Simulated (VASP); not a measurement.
## CuH2: single point with PBE

Crystal: CuH2.

```xyz
6
Lattice="3.2653 0.0000 0.0000 0.0000 3.2653 0.0000 0.0000 0.0000 4.8364" Properties=species:S:1:pos:R:3 pbc="T T T"
Cu    0.0000    0.0000    3.6273
Cu    0.0000    0.0000    1.2091
H     0.7881    0.7881    0.0000
H     2.4772    2.4772    0.0000
H     0.7881    2.4772    2.4182
H     2.4772    0.7881    2.4182
```

The cell was built from a structure type or drawn by symmetry, and may not be a known phase.

```yaml
Program: VASP 6.6.1
Task: single point
Functional: PBE
Potentials_or_basis: VASP PAW PBE potentials, release 64 (Cu, H)
Cutoff: 520 eV
k_mesh: 6 × 6 × 4
Occupations: gaussian, width 0.1 eV
Spin: no spin polarisation
```

| Property | Result |
| --- | --- |
| Pressure | 0.1 GPa |
| Band gap on the k mesh | zero (bands 13 and 14 overlap by 3.09 eV) |

Stress tensor (GPa, compression positive):
```
-0.20  0.00  0.00
 0.00 -0.20  0.00
 0.00  0.00  0.55
```

Levels at points of the mesh, in eV from the Fermi level:
```tsv
k point	band 11	band 12	band 13	band 14	band 15	band 16
(0.00, 0.00, 0.00)	-2.57	-2.55	1.37	1.37	1.62	9.81
(0.50, 0.00, 0.00)	-2.51	-2.29	-2.01	1.16	4.32	4.43
(0.50, 0.50, 0.00)	-2.12	-1.79	-1.79	-0.99	4.17	5.93
(0.00, 0.00, 0.50)	-2.75	-2.75	2.03	2.03	6.85	6.85
(0.50, 0.00, 0.50)	-2.29	-2.29	-1.06	-1.06	7.23	7.23
(0.50, 0.50, 0.50)	-1.56	-1.56	-0.25	-0.25	2.70	2.70
```

Run time: 20 s on 1 thread of Intel(R) Xeon(R) Platinum 8488C (Sapphire Rapids) (shared host), peak memory 0.16 GiB.
